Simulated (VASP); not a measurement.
Runs of VASP 6.6.1 on TiC. The structure is that of space group Fm-3m (No. 225), or close to it. The cells are those of the table. 

```csv
cell,gap on the mesh (eV),pressure (GPa)
"a = 2.961, b = 2.961, c = 2.884 Å, angles 60.9, 60.9, 58.3°, 2 atoms",none,35.3
"a = 2.922, b = 2.922, c = 2.960 Å, angles 59.6, 59.6, 60.9°, 2 atoms",none,(b)
"a = 3.188 Å, angles 60.0°, 2 atoms",none,-28.9
"a = 2.884 Å, angles 60.0°, 2 atoms",none,55.8
"a = 3.112 Å, angles 60.0°, 2 atoms",none,-16.8
"a = 3.000, b = 3.000, c = 2.884 Å, angles 61.3, 61.3, 57.5°, 2 atoms",none,(a)
"a = 2.922, b = 2.922, c = 2.884 Å, angles 60.4, 60.4, 59.1°, 2 atoms",none,(c)
"a = 2.960 Å, angles 60.0°, 2 atoms",none,23.8
```

Alike in all rows: task single point; level PBEsol; potentials or basis VASP PAW PBE potentials, release 64 (Ti_sv, C); no spin polarisation; k mesh 24 × 24 × 24; cutoff (eV) 520; smearing gaussian 0.15 eV.

Problem. Estimate the missing entries.

Solution. (a) 27.8; (b) 33.9; (c) 44.5.

Caveats: the PAW data sets were made with another functional, which shifts forces and pressure a little; the cell stands under tension (at least some runs); the cell stands under pressure (at least some runs); the stress differs along the axes, from 14 to 46 GPa (at least some runs); the stress differs along the axes, from 28 to 46 GPa (at least some runs); the stress differs along the axes, from -0 to 42 GPa (at least some runs); the stress differs along the axes, from 32 to 51 GPa (at least some runs).

A gap of «none» marks levels without a gap at the run's occupations.
